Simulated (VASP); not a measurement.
# TaN (P-6m2) in VASP: notebook, part 2 of 2

VASP 6.6.1. Earlier steps stand in the parts before.

### Step 4. Single point, PBEsol (11.90 Å³/atom)

Contents of INCAR:

```
  PREC = Accurate
  ENCUT = 520
  EDIFF = 1E-6
  ISMEAR = 0
  SIGMA = 0.15
  LREAL = F
  LASPH = T
  NELM = 100
  ALGO = Normal
  ISIF = 2
  LWAVE = F
  LCHARG = F
  GGA = PS
  NBANDS = 15
```

Contents of KPOINTS:

```
regular mesh
0
Gamma
  21 21 18
```

Contents of POSCAR:

```
TaN
1.0
    3.0569893951      0.0000000000      0.0000000000
   -1.5284946975      2.6474304752      0.0000000000
    0.0000000000      0.0000000000      2.9417408949
Ta N
1 1
Direct
    0.3333333333      0.6666666667      0.5000000000
    0.0000000000      0.0000000000      0.0000000000
```

Launch:

```sh
cat potpaw_PBE.64/Ta_pv/POTCAR potpaw_PBE.64/N/POTCAR > POTCAR
mpirun -np 1 vasp_std > vasp.out
```

It took 2.4 min on 1 thread of Intel Xeon 8259CL, shared host; peak memory 0.29 GiB.

It converged, with:

| Item | Value |
| --- | --- |
| Free energy | -23.5305 eV |
| Pressure | -31.3 GPa |
| Band gap on the k mesh | zero (bands 8 and 9 overlap by 0.29 eV) |

Stress tensor (GPa, compression positive):
```
-33.56   0.00   0.00
  0.00 -33.56   0.00
  0.00   0.00 -26.79
```

Levels at points of the mesh, in eV from the Fermi level:
| k point | band 4 | band 5 | band 6 | band 7 | band 8 | band 9 | band 10 | band 11 | band 12 | band 13 |
| --- | --- | --- | --- | --- | --- | --- | --- | --- | --- | --- |
| (0.00, 0.00, 0.00) | -17.00 | -4.27 | -4.27 | -3.73 | -2.65 | 1.35 | 3.26 | 3.26 | 3.48 | 3.48 |
| (0.00, 0.00, 0.50) | -14.77 | -8.74 | -3.54 | -3.54 | -0.06 | -0.06 | 2.41 | 2.90 | 2.90 | 7.21 |

Caveat: the stress differs along the axes, from -34 to -27 GPa; the PAW data sets were made with another functional, which shifts forces and pressure a little; spin-orbit coupling is left out, which moves the levels of the heavy elements.

### Step 5. Single point, PBEsol (12.33 Å³/atom)

This run uses another cell than the first one, of 12.33 Å³/atom.

Contents of INCAR:

```
PREC     = Accurate       # precision mode
ENCUT    = 520            # plane-wave cutoff, eV
EDIFF    = 1E-6           # SCF threshold, eV
ISMEAR   = 0              # smearing method
SIGMA    = 0.15           # smearing width, eV
LREAL    = False          # projectors in reciprocal space
LASPH    = True           # aspherical terms in the spheres
NELM     = 80             # most SCF steps
ALGO     = Normal         # electronic algorithm
ISIF     = 2              # what is computed and relaxed
LWAVE    = False          # write WAVECAR
LCHARG   = False          # write CHGCAR
GGA      = PS             # functional
NBANDS   = 15             # bands
```

Contents of KPOINTS:

```
Automatic mesh
0
Gamma
  21 21 18
```

Contents of POSCAR:

```
TaN
1.0
    3.0316072649      0.0000000000      0.0000000000
   -1.5158036324      2.6254489057      0.0000000000
    0.0000000000      0.0000000000      3.0979994640
Ta N
1 1
Direct
    0.3333333333      0.6666666667      0.5000000000
    0.0000000000      0.0000000000      0.0000000000
```

Potentials or basis: VASP PAW PBE potentials, release 64 (Ta_pv, N).

Launch:

```sh
cat potpaw_PBE.64/Ta_pv/POTCAR potpaw_PBE.64/N/POTCAR > POTCAR
mpirun -np 1 vasp_std > vasp.out
```

OUTCAR:

```text
PREC = Accurate
   ENCUT = 520
   EDIFF = 1E-6
   ISMEAR = 0
   LREAL = False
   LASPH = True
   NELM = 80
   ISIF = 2
   GGA = PS

 ion  position               nearest neighbor table
   1  0.333  0.667  0.500-   2 2.34   2 2.34   2 2.34   2 2.34   2 2.34   2 2.34
   2  0.000  0.000  0.000-   1 2.34   1 2.34   1 2.34   1 2.34   1 2.34   1 2.34

  LATTYP: Found a hexagonal cell.
 ALAT       =     3.0316072649
 C/A-ratio  =     1.0219000000

  Lattice vectors:

[... 619 lines left out ...]

------------------------ aborting loop because EDIFF is reached ----------------------------------------

  FORCE on cell =-STRESS in cart. coord.  units (eV):
  Direction    XX          YY          ZZ          XY          YZ          ZX
  --------------------------------------------------------------------------------------
  -------------------------------------------------------------------------------------
  Total       -4.8104547     -4.8104547     -8.3899666     -0.0000000      0.0000000      0.0000000
  in kB     -312.5639312   -312.5639312   -545.1461686     -0.0000000      0.0000000      0.0000000
  external PRESSURE =    -390.0913437 kB  Pullay stress =       0.0000000 kB

 VOLUME and BASIS-vectors are now :
 -----------------------------------------------------------------------------
  energy-cutoff  :      520.00
  volume of cell :       24.66
      direct lattice vectors                 reciprocal lattice vectors
     3.031607265  0.000000000  0.000000000     0.329858030  0.190443622  0.000000000
    -1.515803632  2.625448906  0.000000000     0.000000000  0.380887245  0.000000000
     0.000000000  0.000000000  3.097999464     0.000000000  0.000000000  0.322788952

 POSITION                                       TOTAL-FORCE (eV/Angst)
 -----------------------------------------------------------------------------------
     -0.00000      1.75030      1.54900        -0.000000      0.000000      0.000000
      0.00000      0.00000      0.00000         0.000000      0.000000      0.000000
 -----------------------------------------------------------------------------------
    total drift:                                0.000000     -0.000000     -0.000000

  FREE ENERGIE OF THE ION-ELECTRON SYSTEM (eV)
  ---------------------------------------------------
  free  energy   TOTEN  =       -23.2899881688 eV

  energy  without entropy=      -23.2891245757  energy(sigma->0) =      -23.28955637
```

OSZICAR:

```text
N       E                     dE             d eps       ncg     rms          rms(c)
DAV:   1     0.883605988940E+02    0.88361E+02   -0.86619E+03 14408   0.110E+03
DAV:   2    -0.228540790866E+02   -0.11121E+03   -0.10418E+03 17571   0.296E+02
DAV:   3    -0.258150623286E+02   -0.29610E+01   -0.29435E+01 16843   0.448E+01
DAV:   4    -0.258292734801E+02   -0.14211E-01   -0.14209E-01 18257   0.339E+00
DAV:   5    -0.258293760813E+02   -0.10260E-03   -0.10260E-03 17186   0.268E-01    0.181E+01
DAV:   6    -0.235197966043E+02    0.23096E+01   -0.38255E+00 18027   0.227E+01    0.751E+00
DAV:   7    -0.233390818013E+02    0.18071E+00   -0.51890E-01 18502   0.638E+00    0.529E+00
DAV:   8    -0.232966575513E+02    0.42424E-01   -0.27421E-01 17606   0.427E+00    0.115E+00
DAV:   9    -0.232901824072E+02    0.64751E-02   -0.17581E-02 16857   0.108E+00    0.227E-01
DAV:  10    -0.232900128232E+02    0.16958E-03   -0.84562E-04 18572   0.305E-01    0.827E-02
DAV:  11    -0.232899889016E+02    0.23922E-04   -0.31287E-05 16465   0.548E-02    0.177E-02
DAV:  12    -0.232899881688E+02    0.73279E-06   -0.28264E-06 17879   0.151E-02
   1 F= -.23289988E+02 E0= -.23289556E+02  d E =-.863593E-03
```

It took 2.5 min on 1 thread of Intel Xeon 8259CL, shared host; peak memory 0.29 GiB.

What came out:

```yaml
Free_energy: -23.2900 eV
Pressure: -39.0 GPa
Band_gap_on_the_k_mesh: zero (bands 8 and 9 overlap by 0.33 eV)
```

Caveat: the stress differs along the axes, from -55 to -31 GPa; the PAW data sets were made with another functional, which shifts forces and pressure a little; spin-orbit coupling is left out, which moves the levels of the heavy elements.

### Step 6. Single point, PBEsol (12.33 Å³/atom)

This run uses another cell than the first one, of 12.33 Å³/atom.

Contents of INCAR:

```
SYSTEM = TaN
PREC = Accurate ; ENCUT = 520
EDIFF = 1E-6 ; ISMEAR = 0
SIGMA = 0.15 ; LREAL = .FALSE.
LASPH = .TRUE. ; NELM = 60
ALGO = Normal ; ISIF = 2
LWAVE = .FALSE. ; LCHARG = .FALSE.
GGA = PS ; NBANDS = 15
```

Contents of KPOINTS:

```
regular mesh
0
G
  21 21 18
  0 0 0
```

Contents of POSCAR:

```
TaN
1.0
    3.1136835685      0.0000000000      0.0000000000
   -1.5568417842      2.6965290697      0.0000000000
    0.0000000000      0.0000000000      2.9368263418
Ta N
1 1
Direct
    0.3333333333      0.6666666667      0.5000000000
    0.0000000000      0.0000000000      0.0000000000
```

Potentials or basis: VASP PAW PBE potentials, release 64 (Ta_pv, N).

Launch:

```sh
cat potpaw_PBE.64/Ta_pv/POTCAR potpaw_PBE.64/N/POTCAR > POTCAR
mpirun -np 1 vasp_std > vasp.out
```

It took 2.6 min on 1 thread of Intel Xeon 8259CL, shared host; peak memory 0.29 GiB.

Results (log left out):

- Free energy: -23.3253 eV
- Pressure: -37.7 GPa
- Band gap on the k mesh: zero (bands 8 and 9 overlap by 0.37 eV)

Stress tensor (GPa, compression positive):
```
-42.64   0.00   0.00
  0.00 -42.64   0.00
  0.00   0.00 -27.77
```

Levels at points of the mesh, in eV from the Fermi level:
```
           k point  band 5  band 6  band 7  band 8  band 9  band 10  band 11  band 12
(0.00, 0.00, 0.00)   -4.27   -4.27   -3.56   -2.48    0.98     3.20     3.20     3.34
(0.00, 0.00, 0.50)   -8.50   -3.57   -3.57   -0.04   -0.04     2.54     2.68     2.68
```

Caveat: the stress differs along the axes, from -43 to -28 GPa; the PAW data sets were made with another functional, which shifts forces and pressure a little; spin-orbit coupling is left out, which moves the levels of the heavy elements.

### Step 7. Summary

| cell | gap on the mesh (eV) | pressure (GPa) |
| --- | --- | --- |
| a = 2.976, b = 2.976, c = 3.103 Å, angles 90.0, 90.0, 120.0°, 2 atoms | none | -32.2 |
| a = 3.098, b = 3.098, c = 2.864 Å, angles 90.0, 90.0, 120.0°, 2 atoms | none | -29.8 |
| a = 3.057, b = 3.057, c = 2.942 Å, angles 90.0, 90.0, 120.0°, 2 atoms | none | -31.3 |
| a = 3.032, b = 3.032, c = 3.098 Å, angles 90.0, 90.0, 120.0°, 2 atoms | none | -39.0 |
| a = 3.114, b = 3.114, c = 2.937 Å, angles 90.0, 90.0, 120.0°, 2 atoms | none | -37.7 |

Alike in all rows: task single point; level PBEsol; potentials or basis VASP PAW PBE potentials, release 64 (Ta_pv, N); no spin polarisation; k mesh 21 × 21 × 18; cutoff (eV) 520; smearing gaussian 0.15 eV.

Caveats: the PAW data sets were made with another functional, which shifts forces and pressure a little; spin-orbit coupling is left out, which moves the levels of the heavy elements; the stress differs along the axes, from -55 to -21 GPa (at least some runs); the stress differs along the axes, from -39 to -11 GPa (at least some runs); the stress differs along the axes, from -34 to -27 GPa (at least some runs); the stress differs along the axes, from -55 to -31 GPa (at least some runs); the stress differs along the axes, from -43 to -28 GPa (at least some runs).

Absolute energies hang on the potentials; compare differences alone.
